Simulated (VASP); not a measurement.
A run of VASP 6.6.1 is set up as follows.

Contents of POSCAR:

```
ZnO2
1.0
    4.8726621375      0.0000000000      0.0000000000
    0.0000000000      4.8726621375      0.0000000000
    0.0000000000      0.0000000000      4.8726621375
Zn O
4 8
Direct
    0.0000000000      0.5000000000      0.5000000000
    0.5000000000      0.5000000000      0.0000000000
    0.5000000000      0.0000000000      0.5000000000
    0.0000000000      0.0000000000      0.0000000000
    0.4122329483      0.0877670517      0.9122329483
    0.0877670517      0.9122329483      0.4122329483
    0.9122329483      0.4122329483      0.0877670517
    0.5877670517      0.5877670517      0.5877670517
    0.4122329483      0.4122329483      0.4122329483
    0.0877670517      0.5877670517      0.9122329483
    0.9122329483      0.0877670517      0.5877670517
    0.5877670517      0.9122329483      0.0877670517
```

File INCAR.step1:

```
  ALGO = Normal
  EDIFF = 1E-4
  ENCUT = 520
  GGA = PE
  ISMEAR = 0
  LASPH = True
  LCHARG = False
  LREAL = False
  LWAVE = True
  NBANDS = 60
  NELM = 100
  PREC = Accurate
  SIGMA = 0.02
```

File INCAR.step2:

```
  ALGO = Normal
  EDIFF = 1E-6
  ENCUT = 520
  ISIF = 2
  ISMEAR = 0
  ISTART = 1
  LASPH = True
  LCHARG = False
  LMIXTAU = True
  LREAL = False
  LWAVE = False
  METAGGA = R2SCAN
  NBANDS = 60
  NELM = 100
  PREC = Accurate
  SIGMA = 0.02
```

File KPOINTS:

```
k-points
0
Gamma
  6 6 6
```

Potentials or basis: VASP PAW PBE potentials, release 64 (Zn, O).

Run with:

```sh
$ cat potpaw_PBE.64/Zn/POTCAR potpaw_PBE.64/O/POTCAR > POTCAR
$ cp INCAR.step1 INCAR
$ mpirun -np 1 vasp_std > vasp.out
$ cp INCAR.step2 INCAR
$ mpirun -np 1 vasp_std > vasp.out
```

Task: What does it give for the largest force?

Result: 0.229 eV/Å.

Task: What does it give for the pressure?

Result: 1.7 GPa.

Task: Estimate the band gap on the k mesh.

Result: 2.87 eV (least direct gap 3.01 eV).

Forces in eV/Å, atoms in the order of the input:
```
Zn   0.000  0.000  0.000
Zn   0.000  0.000  0.000
Zn   0.000  0.000  0.000
Zn   0.000  0.000  0.000
O   -0.132  0.132 -0.132
O    0.132 -0.132 -0.132
O   -0.132 -0.132  0.132
O    0.132  0.132  0.132
O   -0.132 -0.132 -0.132
O    0.132  0.132 -0.132
O   -0.132  0.132  0.132
O    0.132 -0.132  0.132
```

Caveat: the PAW data sets were made with another functional, which shifts forces and pressure a little. A k mesh can miss the band edges.
